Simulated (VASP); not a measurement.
# WSe (Pm-3m) in VASP: relaxation of cell and atoms with r2SCAN

Aim: the relaxation of cell and atoms of WSe with r2SCAN.

Everything below comes from runs of VASP 6.6.1. Logs are shortened: lines on timing, memory, paths and dates and some standing lists are left out, and cuts for length are marked.

## 1. The cell of the first run

Symmetry: Pm-3m, No. 221, cubic system. Conventional cell: a = 3.131 Å, b = 3.131 Å, c = 3.131 Å, α = 90.00°, β = 90.00°, γ = 90.00°. Within 3.6 Å of W (site symmetry m-3m) lie 8 Se at 2.71 Å and 6 W at 3.13 Å. Within 3.6 Å of Se (site symmetry m-3m) lie 8 W at 2.71 Å and 6 Se at 3.13 Å.

## 2. Relaxation of cell and atoms, r2SCAN

POSCAR

```
WSe
1.0
    3.1305325227      0.0000000000      0.0000000000
    0.0000000000      3.1305325227      0.0000000000
    0.0000000000      0.0000000000      3.1305325227
W Se
1 1
Direct
    0.0000000000      0.0000000000      0.0000000000
    0.5000000000      0.5000000000      0.5000000000
```

INCAR.step1

```
ALGO = Normal
EDIFF = 1E-4
ENCUT = 600
GGA = PE
ISMEAR = 0
LASPH = T
LCHARG = F
LREAL = F
LWAVE = T
NELM = 80
PREC = Accurate
SIGMA = 0.1
```

INCAR.step2

```
ALGO = Normal
EDIFF = 1E-6
EDIFFG = -0.01
ENCUT = 600
IBRION = 2
ISIF = 3
ISMEAR = 0
ISTART = 1
LASPH = T
LCHARG = F
LMIXTAU = T
LREAL = F
LWAVE = F
METAGGA = R2SCAN
NELM = 80
NSW = 100
PREC = Accurate
SIGMA = 0.1
```

KPOINTS

```
k-points
0
Gamma
  18 18 18
```

Potentials or basis: VASP PAW PBE potentials, release 64 (W_sv, Se).

On the command line:

```bash
> cat potpaw_PBE.64/W_sv/POTCAR potpaw_PBE.64/Se/POTCAR > POTCAR
> cp INCAR.step1 INCAR
> mpirun -np 1 vasp_std > vasp.out
> cp INCAR.step2 INCAR
> mpirun -np 1 vasp_std > vasp.out
```

OUTCAR:

```text
EDIFF = 1E-6
   EDIFFG = -0.01
   ENCUT = 600
   IBRION = 2
   ISIF = 3
   ISMEAR = 0
   ISTART = 1
   LASPH = T
   LREAL = F
   METAGGA = R2SCAN
   NELM = 80
   NSW = 100
   PREC = Accurate

 ion  position               nearest neighbor table
   1  0.000  0.000  0.000-   2 2.71   2 2.71   2 2.71   2 2.71   2 2.71   2 2.71   2 2.71   2 2.71

   2  0.500  0.500  0.500-   1 2.71   1 2.71   1 2.71   1 2.71   1 2.71   1 2.71   1 2.71   1 2.71

  LATTYP: Found a simple cubic cell.
 ALAT       =     3.1305325227

  Lattice vectors:

 A1 = (   3.1305325227,   0.0000000000,   0.0000000000)
 A2 = (   0.0000000000,   3.1305325227,   0.0000000000)
 A3 = (   0.0000000000,   0.0000000000,   3.1305325227)

Analysis of symmetry for initial positions (statically):
=====================================================================
 Subroutine PRICEL returns:
 Original cell was already a primitive cell.

 Routine SETGRP: Setting up the symmetry group for a
 simple cubic supercell.

 Subroutine GETGRP returns: Found 48 space group operations
 (whereof 48 operations were pure point group operations)
 out of a pool of 48 trial point group operations.

The static configuration has the point symmetry O_h .

Analysis of symmetry for dynamics (positions and initial velocities):
=====================================================================
 Subroutine PRICEL returns:
 Original cell was already a primitive cell.

 Routine SETGRP: Setting up the symmetry group for a
 simple cubic supercell.

 Subroutine GETGRP returns: Found 48 space group operations
 (whereof 48 operations were pure point group operations)
 out of a pool of 48 trial point group operations.

The dynamic configuration has the point symmetry O_h .

 Subroutine INISYM returns: Found 48 space group operations
 (whereof 48 operations are pure point group operations),
 and found     1 'primitive' translations

----------------------------------------------------------------------------------------

                                     Primitive cell

  volume of cell :      30.6800

  direct lattice vectors                    reciprocal lattice vectors
     3.130532523  0.000000000  0.000000000     0.319434471  0.000000000  0.000000000
     0.000000000  3.130532523  0.000000000     0.000000000  0.319434471  0.000000000
     0.000000000  0.000000000  3.130532523     0.000000000  0.000000000  0.319434471

  length of vectors
     3.130532523  3.130532523  3.130532523     0.319434471  0.319434471  0.319434471

  position of ions in fractional coordinates (direct lattice)
     0.000000000  0.000000000  0.000000000
     0.500000000  0.500000000  0.500000000

  ion indices of the primitive-cell ions
   primitive index   ion index
                 1           1
                 2           2

----------------------------------------------------------------------------------------

 KPOINTS: k-points

Automatic generation of k-mesh.
 Grid dimensions read from file:
 generate k-points for:   18   18   18

 Generating k-lattice:

  Cartesian coordinates                     Fractional coordinates (reciprocal lattice)
     0.017746359  0.000000000  0.000000000     0.055555556  0.000000000  0.000000000
     0.000000000  0.017746359  0.000000000     0.000000000  0.055555556  0.000000000
     0.000000000  0.000000000  0.017746359     0.000000000  0.000000000  0.055555556

  Length of vectors
     0.017746359  0.017746359  0.017746359

  Shift w.r.t. Gamma in fractional coordinates (k-lattice)
     0.000000000  0.000000000  0.000000000

 Subroutine IBZKPT returns following result:
 ===========================================

 Found    220 irreducible k-points:

 Following reciprocal coordinates:
            Coordinates               Weight
  0.000000  0.000000  0.000000      1.000000
  0.055556  0.000000  0.000000      6.000000
  0.111111  0.000000  0.000000      6.000000
  0.166667  0.000000  0.000000      6.000000
  0.222222  0.000000  0.000000      6.000000
  0.277778  0.000000  0.000000      6.000000
[... 16 lines left out ...]
  0.277778  0.111111  0.000000     24.000000
  0.333333  0.111111  0.000000     24.000000
 [... further k-points ...]
   k-points           NKPTS =    220   k-points in BZ     NKDIM =    220   number of bands    NBANDS=     14
   number of dos      NEDOS =    301   number of ions     NIONS =      2
   total plane-waves  NPLWV =  21952
   dimension x,y,z NGX =    28 NGY =   28 NGZ =   28
   dimension x,y,z NGXF=    56 NGYF=   56 NGZF=   56
   ions per type =               1   1
   NGX,Y,Z   is equivalent  to a cutoff of  14.87, 14.87, 14.87 a.u.
   NGXF,Y,Z  is equivalent  to a cutoff of  29.74, 29.74, 29.74 a.u.
 SYSTEM =  unknown system
   PREC   = accura    normal or accurate (medium, high low for compatibility)
   ISTART =      1    job   : 0-new  1-cont  2-samecut
   ICHARG =      0    charge: 1-file 2-atom 10-const
   ISPIN  =      1    spin polarized calculation?
   LNONCOLLINEAR =      F non collinear calculations
   LSORBIT =      F    spin-orbit coupling
   LASPH  =      T    aspherical Exc in radial PAW
   ENCUT  =  600.0 eV  44.10 Ry    6.64 a.u.   6.25  6.25  6.25*2*pi/ulx,y,z
   NELM   =     80;   NELMIN=  2; NELMDL=  0     # of ELM steps
   EDIFF  = 0.1E-05   stopping-criterion for ELM
   LREAL  =      F    real-space projection
   EDIFFG = -.1E-01   stopping-criterion for IOM
   NSW    =    100    number of steps for IOM
   IBRION =      2    ionic relax: 0-MD 1-quasi-New 2-CG
   NFREE  =      1    steps in history (QN), initial steepest desc. (CG)
   ISIF   =      3    stress and relaxation
   ISYM   =      2    0-nonsym 1-usesym 2-fastsym
   POTIM  = 0.5000    time-step for ionic-motion
   TEBEG  =    0.0;   TEEND  =   0.0 temperature during run
   PSTRESS=    0.0 pullay stress
   NELECT =      20.0000    total number of electrons
   NUPDOWN=      -1.0000    fix difference up-down
   EMIN   =  10.00;   EMAX   =-10.00  energy-range for DOS
   EFERMI =   0.00;   METHOD = LEGACY
   ISMEAR =     0;   SIGMA  =   0.10  broadening in eV -4-tet -1-fermi 0-gaus
   EFERMI_NEDOS =   21; number of points for ismear=-14 and -15
   IALGO  =     38    algorithm
   IMIX   =      4    mixing-type and parameters
     AMIX     =   0.40;   BMIX     =  1.00
     AMIX_MAG =   1.60;   BMIX_MAG =  1.00
  volume/ion in A,a.u.               =      15.34       103.52
  Fermi-wavevector in a.u.,A,eV,Ry     =   1.419493  2.682453 27.415203  2.014961
  Thomas-Fermi vector in A             =   2.540508
   LORBIT       =      0    0 simple, 1 ext, 2 COOP (PROOUT), +10 PAW based schemes
   METAGGA = R2SCAN    functional components
   LHFCALC =     F    Hartree Fock is set to
   AEXX    =    0.0000 exact exchange contribution
   IVDW    =     0    specifies the selected vdW correction
   LEPSILON=     F    determine dielectric tensor
   LRPA    =     F    only Hartree local field effects (RPA)
 conjugate gradient relaxation of ions
 non-spin polarized calculation
 Gauss-broadening in eV      SIGMA  =   0.10
  energy-cutoff  :      600.00
  volume of cell :       30.68
 maximum number of plane-waves:      1064
 NGX is ok and might be reduce to    28
   NGX = 13   NGY = 13   NGZ = 13

--------------------------------------- Ionic step        1  -------------------------------------------

 number of electron      20.0000001 magnetization

 Free energy of the ion-electron system (eV)
  ---------------------------------------------------
  ext. energy  EPLUGINS =         0.00000000
  ---------------------------------------------------
  free energy    TOTEN  =       -64.45936070 eV

  energy without entropy =      -64.45279199  energy(sigma->0) =      -64.45607634

------------------------ aborting loop because EDIFF is reached ----------------------------------------

  FORCE on cell =-STRESS in cart. coord.  units (eV):
  Direction    XX          YY          ZZ          XY          YZ          ZX
  --------------------------------------------------------------------------------------
  -------------------------------------------------------------------------------------
  Total        0.1624311      0.1624311      0.1624311      0.0000000      0.0000000     -0.0000000
  in kB        8.4825223      8.4825223      8.4825223      0.0000000      0.0000000     -0.0000000
  external PRESSURE =       8.4825223 kB  Pullay stress =       0.0000000 kB
[... 57 lines left out ...]
  energy  without entropy=      -64.4516594761  energy(sigma->0) =      -64.45500874

--------------------------------------- Ionic step        3  -------------------------------------------

 number of electron      20.0000000 magnetization

 Free energy of the ion-electron system (eV)
  ---------------------------------------------------
  ext. energy  EPLUGINS =         0.00000000
  ---------------------------------------------------
  free energy    TOTEN  =       -64.45966604 eV

  energy without entropy =      -64.45305475  energy(sigma->0) =      -64.45636040

 E-fermi :  11.0144     XC(G=0): -13.8463

 val. band max:       11.0139532814   @ k =   0.2778   0.2778   0.2778
 cond. band min:      11.0422551042   @ k =   0.5000   0.4444   0.2222
 fundamental gap:      0.0283018228
 Fermi energy:        11.0143669761

 k-point     1 :       0.0000    0.0000    0.0000
  band No.  band energies     occupation
      1     -65.3442      2.00000
      2     -28.8378      2.00000
      3     -28.8378      2.00000
      4     -28.8378      2.00000
      5      -7.1259      2.00000
      6       6.7738      2.00000
      7       6.7738      2.00000
      8       8.4943      2.00000
      9       8.4943      2.00000
     10       8.4943      2.00000
     11      12.0318      0.00000
     12      12.0318      0.00000
     13      12.0318      0.00000
     14      13.0329      0.00000
[... 375 lines left out ...]
 k-point    24 :       0.3333    0.1111    0.0000
  band No.  band energies     occupation
      1     -65.3339      2.00000
      2     -29.0557      2.00000
      3     -28.8502      2.00000
      4     -28.8137      2.00000
      5      -5.5822      2.00000
      6       2.2197      2.00000
      7       6.2438      2.00000
      8       7.1314      2.00000
      9       7.9203      2.00000
     10      11.5894      0.00000
     11      11.8279      0.00000
     12      13.5239      0.00000
     13      14.7853      0.00000
     14      17.3840      0.00000

 [... further k-points ...]

------------------------ aborting loop because EDIFF is reached ----------------------------------------

  FORCE on cell =-STRESS in cart. coord.  units (eV):
  Direction    XX          YY          ZZ          XY          YZ          ZX
  --------------------------------------------------------------------------------------
  -------------------------------------------------------------------------------------
  Total        0.0015114      0.0015114      0.0015114     -0.0000000      0.0000000     -0.0000000
  in kB        0.0786269      0.0786269      0.0786269     -0.0000000      0.0000000     -0.0000000
  external PRESSURE =       0.0786269 kB  Pullay stress =       0.0000000 kB
[... 17 lines left out ...]
  FREE ENERGIE OF THE ION-ELECTRON SYSTEM (eV)
  ---------------------------------------------------
  free  energy   TOTEN  =       -64.4596660395 eV

  energy  without entropy=      -64.4530547532  energy(sigma->0) =      -64.45636040

 reached required accuracy - stopping structural energy minimisation
```

Run time: 10 min. Hardware: 1 thread of AMD EPYC 9R45 (Zen 5), shared host; peak memory 0.25 GiB.

Results:

| Item | Value |
| --- | --- |
| Free energy | -64.4597 eV |
| Relaxed volume | 15.40 Å³/atom |
| Relaxed cell | a = 3.135 Å, b = 3.135 Å, c = 3.135 Å, α = 90.00°, β = 90.00°, γ = 90.00° |
| Space group after relaxing (to 0.1 Å) | Pm-3m (No. 221) |
| Energy gained by relaxing | 0.2 meV/atom |
| Ionic steps | 3 |
| Pressure after relaxing | 0.0 GPa |
| Band gap on the k mesh | zero (bands 10 and 11 overlap by 3.18 eV) |

Step by step:
| step | energy change (eV) | largest force (eV/Å) | pressure (GPa) | volume (Å³) |
| --- | --- | --- | --- | --- |
| 1 | 0.0000 | 0.0000 | 0.85 | 30.68 |
| 2 | 0.0010 | 0.0000 | -1.69 | 31.04 |
| 3 | -0.0003 | 0.0000 | 0.01 | 30.80 |

Final structure:
```
CELL_PARAMETERS angstrom
3.13451 0.00000 0.00000
0.00000 3.13451 0.00000
0.00000 0.00000 3.13451
ATOMIC_POSITIONS crystal
W 0.00000 0.00000 0.00000
Se 0.50000 0.50000 0.50000
```

Caveat: the PAW data sets were made with another functional, which shifts forces and pressure a little; spin-orbit coupling is left out, which moves the levels of the heavy elements.
